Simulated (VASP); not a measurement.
A run of VASP 6.6.1:

Contents of INCAR:

```
SYSTEM = Ba3Tc
PREC = Accurate ; ENCUT = 500
EDIFF = 1E-6 ; ISMEAR = -1
SIGMA = 0.05 ; LREAL = .False.
LASPH = .True. ; NELM = 120
ALGO = Normal ; ISIF = 2
LWAVE = .False. ; LCHARG = .False.
GGA = PE ; NBANDS = 30
GGA_COMPAT = .False.
```

KPOINTS

```
Automatic mesh
0
Gamma
  5 5 5
  0 0 0
```

File POSCAR:

```
Ba3Tc
1.0
    5.2089600069      0.0000000000      0.0000000000
    0.0000000000      5.2089600069      0.0000000000
    0.0000000000      0.0000000000      5.2089600069
Tc Ba
1 3
Direct
    0.0000000000      0.0000000000      0.0000000000
    0.0000000000      0.5000000000      0.5000000000
    0.5000000000      0.0000000000      0.5000000000
    0.5000000000      0.5000000000      0.0000000000
```

Potentials or basis: VASP PAW PBE potentials, release 64 (Tc_pv, Ba_sv).

The run is started by

```bash
$ cat potpaw_PBE.64/Tc_pv/POTCAR potpaw_PBE.64/Ba_sv/POTCAR > POTCAR
$ mpirun -np 1 vasp_std > vasp.out
```

Hardware: 1 thread of Intel Xeon 8259CL, on a shared host.

How long does it take, and how much memory?

Wall time 47 s on 1 thread of Intel Xeon 8259CL, with other jobs on the host, peak memory 0.25 GiB. Counts: scf iterations 16, k points 10.
